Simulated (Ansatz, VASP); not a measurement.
Two plane-wave programs on HfN

```
Hf N
1.0
     0.00000    2.26281    2.26281
     2.26281    0.00000    2.26281
     2.26281    2.26281    0.00000
Hf N
1 1
Direct
  0.00000 0.00000 0.00000
  0.50000 0.50000 0.50000
```

Alike in both runs: functional r2SCAN; k mesh 22 × 22 × 22; occupations gaussian, width 0.1 eV; no spin polarisation.

Ansatz relaxed the structure, and its values are those at the end. VASP's run is a single point on that final structure, the one shown.

```csv
,VASP,Ansatz
version,VASP 6.6.1,Ansatz 0.2.0
potentials or method,"VASP PAW PBE potentials, release 64 (Hf_pv, N), cutoff 520 eV","scalar-relativistic, plane waves, PAW"
valence electrons in the cell,15,31
```

Ansatz gave:

- gap on the k mesh at the Fermi level (eV): none
- pressure (GPa): 0.0

Task: What did VASP give for the same quantities?

Result: gap on the k mesh at the Fermi level (eV): none; pressure (GPa): -2.7.

VASP's potentials were made for PBE, not for r2SCAN. A gap of «none» marks a metal or a gap that the smearing closes. VASP's potentials hold 15 valence electrons a cell and Ansatz's 31, so a difference there can come from the potentials and not from the codes.

Spin-orbit coupling is off throughout.
